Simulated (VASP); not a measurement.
# BaF2 (Fm-3m) in VASP: a series of runs

BaF2 is run at these levels: r2SCAN; tasks: single point, relaxation of cell and atoms.

All numbers are computed with VASP 6.6.1; they aren't measurements. Logs are shortened: lines on timing, memory, paths and dates and some standing lists are left out, and cuts for length are marked.

**1. The cell of the first run**

The structure is cubic, space group Fm-3m (No. 225). Conventional cell: a = 6.316 Å, b = 6.316 Å, c = 6.316 Å, α = 90.00°, β = 90.00°, γ = 90.00°. Within 3.6 Å of Ba (site symmetry m-3m) lie 8 F at 2.74 Å. Within 3.6 Å of F (site symmetry -43m) lie 4 Ba at 2.74 Å and 6 F at 3.16 Å.

**2. Single point, r2SCAN (21.00 Å³/atom)**

POSCAR

```
BaF2
1.0
    0.0000000000      3.1581089939      3.1581089939
    3.1581089939      0.0000000000      3.1581089939
    3.1581089939      3.1581089939      0.0000000000
Ba F
1 2
Direct
    0.0000000000      0.0000000000      0.0000000000
    0.2500000000      0.2500000000      0.2500000000
    0.7500000000      0.7500000000      0.7500000000
```

INCAR.step1

```
ALGO = Normal
EDIFF = 1E-5
ENCUT = 660
GGA = PE
GGA_COMPAT = False
ISMEAR = 0
LASPH = True
LCHARG = False
LREAL = False
LWAVE = True
NBANDS = 19
NELM = 120
PREC = Accurate
SIGMA = 0.02
```

INCAR.step2

```
ALGO = Normal
EDIFF = 1E-6
ENCUT = 660
GGA_COMPAT = False
ISIF = 2
ISMEAR = 0
ISTART = 1
LASPH = True
LCHARG = False
LMIXTAU = True
LREAL = False
LWAVE = False
METAGGA = R2SCAN
NBANDS = 19
NELM = 120
PREC = Accurate
SIGMA = 0.02
```

KPOINTS

```
k-points
0
Gamma
  6 6 6
```

Potentials or basis: VASP PAW PBE potentials, release 64 (Ba_sv, F).

The run is started by

```sh
$ cat potpaw_PBE.64/Ba_sv/POTCAR potpaw_PBE.64/F/POTCAR > POTCAR
$ cp INCAR.step1 INCAR
$ mpirun -np 1 vasp_std > vasp.out
$ cp INCAR.step2 INCAR
$ mpirun -np 1 vasp_std > vasp.out
```

OUTCAR:

```text
EDIFF = 1E-6
   ENCUT = 660
   ISIF = 2
   ISMEAR = 0
   ISTART = 1
   LASPH = True
   LREAL = False
   METAGGA = R2SCAN
   NELM = 120
   PREC = Accurate

 ion  position               nearest neighbor table
   1  0.000  0.000  0.000-   3 2.74   3 2.74   3 2.74   2 2.74   2 2.74   2 2.74   3 2.74   2 2.74

   2  0.250  0.250  0.250-   1 2.74   1 2.74   1 2.74   1 2.74
   3  0.750  0.750  0.750-   1 2.74   1 2.74   1 2.74   1 2.74

  LATTYP: Found a face centered cubic cell.
 ALAT       =     6.3162179878

  Lattice vectors:

 A1 = (   0.0000000000,   3.1581089939,   3.1581089939)
 A2 = (   3.1581089939,   0.0000000000,   3.1581089939)
 A3 = (   3.1581089939,   3.1581089939,   0.0000000000)

Analysis of symmetry for initial positions (statically):
=====================================================================
 Subroutine PRICEL returns:
 Original cell was already a primitive cell.

 Routine SETGRP: Setting up the symmetry group for a
 face centered cubic supercell.

 Subroutine GETGRP returns: Found 48 space group operations
 (whereof 48 operations were pure point group operations)
 out of a pool of 48 trial point group operations.

The static configuration has the point symmetry O_h .

Analysis of symmetry for dynamics (positions and initial velocities):
=====================================================================
 Subroutine PRICEL returns:
 Original cell was already a primitive cell.

 Routine SETGRP: Setting up the symmetry group for a
 face centered cubic supercell.

 Subroutine GETGRP returns: Found 48 space group operations
 (whereof 48 operations were pure point group operations)
 out of a pool of 48 trial point group operations.

The dynamic configuration has the point symmetry O_h .

 Subroutine INISYM returns: Found 48 space group operations
 (whereof 48 operations are pure point group operations),
 and found     1 'primitive' translations

----------------------------------------------------------------------------------------

                                     Primitive cell

  volume of cell :      62.9958

  direct lattice vectors                    reciprocal lattice vectors
     0.000000000  3.158108994  3.158108994    -0.158322591  0.158322591  0.158322591
     3.158108994  0.000000000  3.158108994     0.158322591 -0.158322591  0.158322591
     3.158108994  3.158108994  0.000000000     0.158322591  0.158322591 -0.158322591

  length of vectors
     4.466240571  4.466240571  4.466240571     0.274222772  0.274222772  0.274222772

  position of ions in fractional coordinates (direct lattice)
     0.000000000  0.000000000  0.000000000
     0.250000000  0.250000000  0.250000000
     0.750000000  0.750000000  0.750000000

  ion indices of the primitive-cell ions
   primitive index   ion index
                 1           1
                 2           2
                 3           3

----------------------------------------------------------------------------------------

 KPOINTS: k-points

Automatic generation of k-mesh.
 Grid dimensions read from file:
 generate k-points for:    6    6    6

 Generating k-lattice:

  Cartesian coordinates                     Fractional coordinates (reciprocal lattice)
    -0.026387099  0.026387099  0.026387099     0.166666667  0.000000000  0.000000000
     0.026387099 -0.026387099  0.026387099     0.000000000  0.166666667  0.000000000
     0.026387099  0.026387099 -0.026387099     0.000000000  0.000000000  0.166666667

  Length of vectors
     0.045703795  0.045703795  0.045703795

  Shift w.r.t. Gamma in fractional coordinates (k-lattice)
     0.000000000  0.000000000  0.000000000

 Subroutine IBZKPT returns following result:
 ===========================================

 Found     16 irreducible k-points:

 Following reciprocal coordinates:
            Coordinates               Weight
  0.000000  0.000000  0.000000      1.000000
  0.166667  0.000000  0.000000      8.000000
  0.333333  0.000000  0.000000      8.000000
  0.500000  0.000000  0.000000      4.000000
  0.166667  0.166667  0.000000      6.000000
  0.333333  0.166667  0.000000     24.000000
[... 8 lines left out ...]
 -0.333333  0.333333  0.166667     24.000000
 -0.333333  0.500000  0.166667     12.000000
   k-points           NKPTS =     16   k-points in BZ     NKDIM =     16   number of bands    NBANDS=     19
   number of dos      NEDOS =    301   number of ions     NIONS =      3
   total plane-waves  NPLWV =  64000
   dimension x,y,z NGX =    40 NGY =   40 NGZ =   40
   dimension x,y,z NGXF=    80 NGYF=   80 NGZF=   80
   ions per type =               1   2
   NGX,Y,Z   is equivalent  to a cutoff of  14.89, 14.89, 14.89 a.u.
   NGXF,Y,Z  is equivalent  to a cutoff of  29.78, 29.78, 29.78 a.u.
 SYSTEM =  unknown system
   PREC   = accura    normal or accurate (medium, high low for compatibility)
   ISTART =      1    job   : 0-new  1-cont  2-samecut
   ICHARG =      0    charge: 1-file 2-atom 10-const
   ISPIN  =      1    spin polarized calculation?
   LNONCOLLINEAR =      F non collinear calculations
   LSORBIT =      F    spin-orbit coupling
   LASPH  =      T    aspherical Exc in radial PAW
   ENCUT  =  660.0 eV  48.51 Ry    6.96 a.u.   9.36  9.36  9.36*2*pi/ulx,y,z
   NELM   =    120;   NELMIN=  2; NELMDL=  0     # of ELM steps
   EDIFF  = 0.1E-05   stopping-criterion for ELM
   LREAL  =      F    real-space projection
   EDIFFG = 0.1E-04   stopping-criterion for IOM
   NSW    =      0    number of steps for IOM
   IBRION =     -1    ionic relax: 0-MD 1-quasi-New 2-CG
   NFREE  =      0    steps in history (QN), initial steepest desc. (CG)
   ISIF   =      2    stress and relaxation
   ISYM   =      2    0-nonsym 1-usesym 2-fastsym
   POTIM  = 0.5000    time-step for ionic-motion
   TEBEG  =    0.0;   TEEND  =   0.0 temperature during run
   PSTRESS=    0.0 pullay stress
   NELECT =      24.0000    total number of electrons
   NUPDOWN=      -1.0000    fix difference up-down
   EMIN   =  10.00;   EMAX   =-10.00  energy-range for DOS
   EFERMI =   0.00;   METHOD = LEGACY
   ISMEAR =     0;   SIGMA  =   0.02  broadening in eV -4-tet -1-fermi 0-gaus
   EFERMI_NEDOS =   21; number of points for ismear=-14 and -15
   IALGO  =     38    algorithm
   IMIX   =      4    mixing-type and parameters
     AMIX     =   0.40;   BMIX     =  1.00
     AMIX_MAG =   1.60;   BMIX_MAG =  1.00
  volume/ion in A,a.u.               =      21.00       141.71
  Fermi-wavevector in a.u.,A,eV,Ry     =   1.186793  2.242713 19.163486  1.408476
  Thomas-Fermi vector in A             =   2.322958
   LORBIT       =      0    0 simple, 1 ext, 2 COOP (PROOUT), +10 PAW based schemes
   METAGGA = R2SCAN    functional components
   LHFCALC =     F    Hartree Fock is set to
   AEXX    =    0.0000 exact exchange contribution
   IVDW    =     0    specifies the selected vdW correction
   LEPSILON=     F    determine dielectric tensor
   LRPA    =     F    only Hartree local field effects (RPA)
 non-spin polarized calculation
 Gauss-broadening in eV      SIGMA  =   0.02
  energy-cutoff  :      660.00
  volume of cell :       63.00
 maximum number of plane-waves:      2452
 NGX is ok and might be reduce to    40
   NGX = 19   NGY = 19   NGZ = 19

 number of electron      23.9999994 magnetization

 Free energy of the ion-electron system (eV)
  ---------------------------------------------------
  ext. energy  EPLUGINS =         0.00000000
  ---------------------------------------------------
  free energy    TOTEN  =       -45.05538856 eV

  energy without entropy =      -45.05538856  energy(sigma->0) =      -45.05538856

 E-fermi :  -2.6992     XC(G=0):  -8.9656

 val. band max:       -2.8107511024   @ k =  -0.1667   0.1667   0.0000
 cond. band min:       4.2969292784   @ k =   0.0000   0.0000   0.0000
 fundamental gap:      7.1076803807
 Fermi energy:        -2.6992406309

 k-point     1 :       0.0000    0.0000    0.0000
  band No.  band energies     occupation
      1     -26.5921      2.00000
      2     -22.8068      2.00000
      3     -22.7588      2.00000
      4     -11.0287      2.00000
      5     -11.0287      2.00000
      6     -11.0287      2.00000
[... 11 lines left out ...]
     18       9.0070      0.00000
     19      12.9929      0.00000

 k-point     2 :       0.1667    0.0000    0.0000
  band No.  band energies     occupation
      1     -26.5482      2.00000
      2     -22.8310      2.00000
      3     -22.8073      2.00000
      4     -11.0682      2.00000
      5     -11.0615      2.00000
      6     -11.0615      2.00000
[... 11 lines left out ...]
     18       9.0387      0.00000
     19      11.9186      0.00000

 k-point     3 :       0.3333    0.0000    0.0000
  band No.  band energies     occupation
      1     -26.4558      2.00000
      2     -22.9373      2.00000
      3     -22.8512      2.00000
      4     -11.1384      2.00000
      5     -11.1253      2.00000
      6     -11.1253      2.00000
[... 11 lines left out ...]
     18       9.1437      0.00000
     19      11.0773      0.00000

 k-point     4 :       0.5000    0.0000    0.0000
  band No.  band energies     occupation
      1     -26.4071      2.00000
      2     -22.9986      2.00000
      3     -22.8677      2.00000
      4     -11.1696      2.00000
      5     -11.1562      2.00000
      6     -11.1562      2.00000
[... 231 lines left out ...]
     18       9.9418      0.00000
     19      11.9892      0.00000

 k-point    15 :      -0.3333    0.3333    0.1667
  band No.  band energies     occupation
      1     -26.3587      2.00000
      2     -22.9878      2.00000
      3     -22.9548      2.00000
      4     -11.3086      2.00000
      5     -11.1371      2.00000
      6     -11.1352      2.00000
[... 11 lines left out ...]
     18      10.7566      0.00000
     19      11.6421      0.00000

 k-point    16 :      -0.3333    0.5000    0.1667
  band No.  band energies     occupation
      1     -26.3421      2.00000
      2     -23.0218      2.00000
      3     -22.9462      2.00000
      4     -11.3529      2.00000
      5     -11.2357      2.00000
      6     -11.0205      2.00000
[... 11 lines left out ...]
     18      11.9523      0.00000
     19      12.3512      0.00000

------------------------ aborting loop because EDIFF is reached ----------------------------------------

  FORCE on cell =-STRESS in cart. coord.  units (eV):
  Direction    XX          YY          ZZ          XY          YZ          ZX
  --------------------------------------------------------------------------------------
  -------------------------------------------------------------------------------------
  Total       -0.9588327     -0.9588327     -0.9588327      0.0000000     -0.0000000     -0.0000000
  in kB      -24.3860854    -24.3860854    -24.3860854      0.0000000     -0.0000000     -0.0000000
  external PRESSURE =     -24.3860854 kB  Pullay stress =       0.0000000 kB

 VOLUME and BASIS-vectors are now :
 -----------------------------------------------------------------------------
  energy-cutoff  :      660.00
  volume of cell :       63.00
      direct lattice vectors                 reciprocal lattice vectors
     0.000000000  3.158108994  3.158108994    -0.158322591  0.158322591  0.158322591
     3.158108994  0.000000000  3.158108994     0.158322591 -0.158322591  0.158322591
     3.158108994  3.158108994  0.000000000     0.158322591  0.158322591 -0.158322591

 POSITION                                       TOTAL-FORCE (eV/Angst)
 -----------------------------------------------------------------------------------
      0.00000      0.00000      0.00000        -0.000000     -0.000000     -0.000000
      1.57905      1.57905      1.57905         0.000000     -0.000000      0.000000
      4.73716      4.73716      4.73716        -0.000000      0.000000      0.000000
 -----------------------------------------------------------------------------------
    total drift:                                0.000000     -0.000000      0.000000

  FREE ENERGIE OF THE ION-ELECTRON SYSTEM (eV)
  ---------------------------------------------------
  free  energy   TOTEN  =       -45.0553885579 eV

  energy  without entropy=      -45.0553885579  energy(sigma->0) =      -45.05538856
```

Run time: 63 s. Hardware: 1 thread of Intel Xeon 6975P-C (Granite Rapids), shared host; peak memory 0.26 GiB.

Results:

```yaml
Free_energy: -45.0554 eV
Pressure: -2.4 GPa
Band_gap_on_the_k_mesh: 7.11 eV (least direct gap 7.16 eV)
```

Caveat: the PAW data sets were made with another functional, which shifts forces and pressure a little; spin-orbit coupling is left out, which moves the levels of the heavy elements. r2SCAN opens gaps a little over a GGA but as a rule still falls short of measured ones.

**3. Single point, r2SCAN (21.79 Å³/atom)**

This run uses another cell than the first one, of 21.79 Å³/atom.

POSCAR

```
BaF2
1.0
    0.0000000000      3.1973441733      3.1973441733
    3.1973441733      0.0000000000      3.1973441733
    3.1973441733      3.1973441733      0.0000000000
Ba F
1 2
Direct
    0.0000000000      0.0000000000      0.0000000000
    0.2500000000      0.2500000000      0.2500000000
    0.7500000000      0.7500000000      0.7500000000
```

INCAR.step1

```
SYSTEM = BaF2
PREC = Accurate
ENCUT = 660
ISMEAR = 0
SIGMA = 0.02
LREAL = .False.
LASPH = .True.
NELM = 120
NBANDS = 19
GGA = PE
ALGO = Normal
EDIFF = 1E-5
LWAVE = .True.
LCHARG = .False.
GGA_COMPAT = .False.
```

INCAR.step2

```
SYSTEM = BaF2
PREC = Accurate
ENCUT = 660
EDIFF = 1E-6
ISMEAR = 0
SIGMA = 0.02
LREAL = .False.
LASPH = .True.
NELM = 120
ALGO = Normal
ISIF = 2
LWAVE = .False.
LCHARG = .False.
METAGGA = R2SCAN
LMIXTAU = .True.
NBANDS = 19
ISTART = 1
GGA_COMPAT = .False.
```

KPOINTS

```
Automatic mesh
0
Gamma
  6 6 6
  0 0 0
```

Potentials or basis: VASP PAW PBE potentials, release 64 (Ba_sv, F).

The run is started by

```sh
$ cat potpaw_PBE.64/Ba_sv/POTCAR potpaw_PBE.64/F/POTCAR > POTCAR
$ cp INCAR.step1 INCAR
$ mpirun -np 1 vasp_std > vasp.out
$ cp INCAR.step2 INCAR
$ mpirun -np 1 vasp_std > vasp.out
```

OUTCAR:

```text
SYSTEM = BaF2
   PREC = Accurate
   ENCUT = 660
   EDIFF = 1E-6
   ISMEAR = 0
   LREAL = .False.
   LASPH = .True.
   NELM = 120
   ISIF = 2
   METAGGA = R2SCAN
   ISTART = 1

 ion  position               nearest neighbor table
   1  0.000  0.000  0.000-   2 2.77   3 2.77   3 2.77   3 2.77   3 2.77   2 2.77   2 2.77   2 2.77

   2  0.250  0.250  0.250-   1 2.77   1 2.77   1 2.77   1 2.77
   3  0.750  0.750  0.750-   1 2.77   1 2.77   1 2.77   1 2.77

  LATTYP: Found a face centered cubic cell.
 ALAT       =     6.3946883466
[... 535 lines left out ...]

  FORCE on cell =-STRESS in cart. coord.  units (eV):
  Direction    XX          YY          ZZ          XY          YZ          ZX
  --------------------------------------------------------------------------------------
  -------------------------------------------------------------------------------------
  Total       -1.6615832     -1.6615832     -1.6615832     -0.0000000      0.0000000     -0.0000000
  in kB      -40.7225080    -40.7225080    -40.7225080     -0.0000000      0.0000000     -0.0000000
  external PRESSURE =     -40.7225080 kB  Pullay stress =       0.0000000 kB

 VOLUME and BASIS-vectors are now :
 -----------------------------------------------------------------------------
  energy-cutoff  :      660.00
  volume of cell :       65.37
      direct lattice vectors                 reciprocal lattice vectors
     0.000000000  3.197344173  3.197344173    -0.156379787  0.156379787  0.156379787
     3.197344173  0.000000000  3.197344173     0.156379787 -0.156379787  0.156379787
     3.197344173  3.197344173  0.000000000     0.156379787  0.156379787 -0.156379787

 POSITION                                       TOTAL-FORCE (eV/Angst)
 -----------------------------------------------------------------------------------
      0.00000      0.00000      0.00000        -0.000000     -0.000000     -0.000000
      1.59867      1.59867      1.59867         0.000000      0.000000      0.000000
      4.79602      4.79602      4.79602        -0.000000     -0.000000      0.000000
 -----------------------------------------------------------------------------------
    total drift:                                0.000000     -0.000000      0.000000

  FREE ENERGIE OF THE ION-ELECTRON SYSTEM (eV)
  ---------------------------------------------------
  free  energy   TOTEN  =       -45.0108833300 eV

  energy  without entropy=      -45.0108833300  energy(sigma->0) =      -45.01088333
```

OUTCAR.step1:

```text
SYSTEM = BaF2
   PREC = Accurate
   ENCUT = 660
   ISMEAR = 0
   LREAL = .False.
   LASPH = .True.
   NELM = 120
[... 566 lines left out ...]
      0.00000      0.00000      0.00000        -0.000000      0.000000      0.000000
      1.59867      1.59867      1.59867         0.000000      0.000000      0.000000
      4.79602      4.79602      4.79602         0.000000     -0.000000     -0.000000
 -----------------------------------------------------------------------------------
    total drift:                                0.000000     -0.000000      0.000000

  FREE ENERGIE OF THE ION-ELECTRON SYSTEM (eV)
  ---------------------------------------------------
  free  energy   TOTEN  =       -17.1123416724 eV

  energy  without entropy=      -17.1123416724  energy(sigma->0) =      -17.11234167
```

Wall time 65 s (1 thread of Intel Xeon 6975P-C (Granite Rapids), shared host); peak memory 0.26 GiB.

Results:

- Free energy: -45.0109 eV
- Pressure: -4.1 GPa
- Band gap on the k mesh: 6.95 eV (least direct gap 6.99 eV)

Caveat: the cell stands under tension; the PAW data sets were made with another functional, which shifts forces and pressure a little; spin-orbit coupling is left out, which moves the levels of the heavy elements. A k mesh can miss the band edges.

(Continued in part 2 of 2.)
